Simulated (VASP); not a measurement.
Here is a VASP 6.6.1 calculation.

File INCAR:

```
SYSTEM = Si62P
PREC = Accurate
ENCUT = 400
EDIFF = 1E-6
ISMEAR = 0
SIGMA = 0.02
LREAL = Auto
LASPH = .TRUE.
NELM = 200
ALGO = Normal
ISIF = 2
LWAVE = .FALSE.
LCHARG = .FALSE.
ISPIN = 2
MAGMOM = 0 0 0 0 0 0 0 0 0 0 0 0 0 0 0 0 0 0 0 0 0 0 0 0 0 0 0 0 0 0 0 0 0 0 0 0 0 0 0 0 0 0 0 0 0 0 0 0 0 0 0 0 0 0 0 0 0 0 0 0 0 0 1
LORBIT = 11
GGA = PE
NBANDS = 168
GGA_COMPAT = .FALSE.
```

Contents of KPOINTS:

```
Automatic mesh
0
G
  1 1 1
  0 0 0
```

The input POSCAR:

```
Si62P
1.0
   10.8600000000      0.0000000000      0.0000000000
    0.0000000000     10.8600000000      0.0000000000
    0.0000000000      0.0000000000     10.8600000000
Si P
62 1
Direct
    0.5071502776     -0.0027299651      0.0029145762
    0.6221445622      0.1299226442      0.1283729859
    0.7500981788      0.2503197597      0.0003750447
    0.8716042023      0.3775081431      0.1251676174
    0.7476285359     -0.0027041029      0.2433315788
    0.8751692732      0.1219709050      0.3708366636
   -0.0037881990      0.0010776842     -0.0042093160
    0.1232487303      0.1229121466      0.1250651318
    0.2507341778      0.2462017490      0.0001567942
    0.3700722264      0.3747682557      0.1279333058
    0.4999963061      0.4997092449      0.0090579893
    0.8496926617      0.8739102472      0.0934388611
    0.2502201321     -0.0024790564      0.2493693241
    0.3738845267      0.1232319750      0.3766412013
    0.4961159433      0.2525660725      0.2543824377
    0.6225270832      0.3747724182      0.3804788117
    0.7414118009      0.4997119972      0.2505838805
    0.8706983316      0.6285402187      0.3691729190
    0.5011034721     -0.0025273698      0.5003372058
    0.6253986688      0.1229306311      0.6272459861
    0.7503298891      0.2462157315      0.4997930859
    0.8749426170      0.3773719770      0.6216982635
    0.7546533142      0.0011268336      0.7542642274
    0.8794194692      0.1329655149      0.8710759328
   -0.0013842622      0.5005873950     -0.0003027362
    0.1210142054      0.6279313304      0.1241362335
    0.2496431044      0.7509163928      0.0002209335
    0.3781581678      0.8723441237      0.1246474777
   -0.0014199665      0.2511072363      0.2491338294
    0.1231253034      0.3754831158      0.3758852863
    0.2453236672      0.5019596038      0.2513234817
    0.3744524990      0.6234631105      0.3759762755
    0.5018213455      0.7423541869      0.2486487518
    0.6258136592      0.8723748905      0.3723012434
    0.0007811026     -0.0001987995      0.4976889844
    0.1263770937      0.1250887458      0.6240797445
    0.2500400649      0.2505317119      0.5004249224
    0.3745576404      0.3755052558      0.6273584002
    0.4991433814      0.5019979241      0.5051330896
    0.6263632325      0.6279369143      0.6294476545
    0.7502031012      0.7509619298      0.5008371057
    0.8759530434      0.8769375110      0.6244375175
    0.2527647466     -0.0001801873      0.7497301477
    0.3796222645      0.1219329693      0.8753611500
    0.5013107759      0.2511136405      0.7518805030
    0.6253408684      0.3774593428      0.8788173148
    0.7508784408      0.5005203020      0.7518381163
    0.8792718017      0.6254463094      0.8712264220
   -0.0160271364      0.7549646814      0.2335205055
    0.1197886206      0.8731973413      0.3686471915
   -0.0020737754      0.5040581849      0.4967362838
    0.1261008647      0.6257065817      0.6244357053
    0.2506469114      0.7500900790      0.4998328542
    0.3818450109      0.8731764216      0.6307697544
    0.0042136212      0.2564636664      0.7463280590
    0.1288695240      0.3773782776      0.8756093766
    0.2538322138      0.5040683890      0.7526021676
    0.3814249440      0.6285583260      0.8797870671
    0.5170637781      0.7549541720      0.7665224550
    0.6570956780      0.8739013471      0.9008404877
    0.0014754136      0.7522100000      0.7489596633
    0.1259992102      0.8768901832      0.8744468835
    0.6264817585      0.6242959380      0.1240667881
```

Potentials or basis: VASP PAW PBE potentials, release 64 (Si, P).

Command:

```console
$ cat potpaw_PBE.64/Si/POTCAR potpaw_PBE.64/P/POTCAR > POTCAR
$ mpirun -np 1 vasp_gam > vasp.out
```

(1) What does it give for the largest force?

(2) What does it give for the site moments?

(3) Predict the net moment.

Results:

(1) 0.044 eV/Å.

(2) Si +0.01, +0.00, -0.00, +0.16 (each value once); P +0.01 μB.

(3) 1.00 μB per cell.

Caveat: the k points lie up to 0.58 Å⁻¹ apart.
